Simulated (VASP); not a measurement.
Write the native input for VASP 6.6.1 that does the following.

```
Task                               : single point
Functional                         : HSE06
Potentials or basis                : VASP PAW PBE potentials, release 64 (Be, S)
Cutoff                             : 520 eV
k mesh                             : 6 × 6 × 6
Occupations                        : gaussian, width 0.01 eV
Spin                               : no spin polarisation
Dipole correction                  : no
Grid for exact exchange (PRECFOCK) : Normal
Further INCAR settings             : ALGO = Normal; EDIFF = 1e-06; NBANDS = 11
Screening parameter                : 0.2079 1/Å
```

Crystal: BeS.

```
Be S
1.0
     0.00000    2.31730    2.31730
     2.31730    0.00000    2.31730
     2.31730    2.31730    0.00000
Be S
1 1
Direct
  0.00000 0.00000 0.00000
  0.50000 0.50000 0.50000
```

The input as run:

POSCAR

```
BeS
1.0
    0.0000000000      2.3172972025      2.3172972025
    2.3172972025      0.0000000000      2.3172972025
    2.3172972025      2.3172972025      0.0000000000
Be S
1 1
Direct
    0.0000000000      0.0000000000      0.0000000000
    0.5000000000      0.5000000000      0.5000000000
```

INCAR.step1

```
PREC = Accurate ; ENCUT = 520
EDIFF = 1E-5 ; ISMEAR = 0
SIGMA = 0.01 ; LREAL = F
LASPH = T ; NELM = 100
ALGO = Normal ; ISIF = 2
LWAVE = T ; NBANDS = 11
GGA = PE
```

INCAR.step2

```
PREC = Accurate ; ENCUT = 520
EDIFF = 1E-6 ; ISMEAR = 0
SIGMA = 0.01 ; LREAL = F
LASPH = T ; NELM = 100
ALGO = Normal ; ISIF = 2
LWAVE = F ; LCHARG = T
GGA = PE ; LHFCALC = T
HFSCREEN = 0.2079 ; PRECFOCK = Normal
LELF = T ; LVHAR = T
NBANDS = 11 ; ISTART = 1
```

KPOINTS

```
regular mesh
0
Gamma
  6 6 6
```

Potentials or basis: VASP PAW PBE potentials, release 64 (Be, S).

Command:

```bash
$ cat potpaw_PBE.64/Be/POTCAR potpaw_PBE.64/S/POTCAR > POTCAR
$ cp INCAR.step1 INCAR
$ mpirun -np 1 vasp_std > vasp.out
$ cp INCAR.step2 INCAR
$ mpirun -np 1 vasp_std > vasp.out
```

Results of the run:

* Pressure: -2.0 GPa
* Band gap on the k mesh: 1.74 eV, indirect (least direct gap 5.20 eV)

Caveat: the PAW data sets were made with another functional, which shifts forces and pressure a little.

Wall time 7.3 min on 1 thread of AMD EPYC 7R43 64-Core Processor (Zen 3) (shared host), peak memory 0.2 GiB.
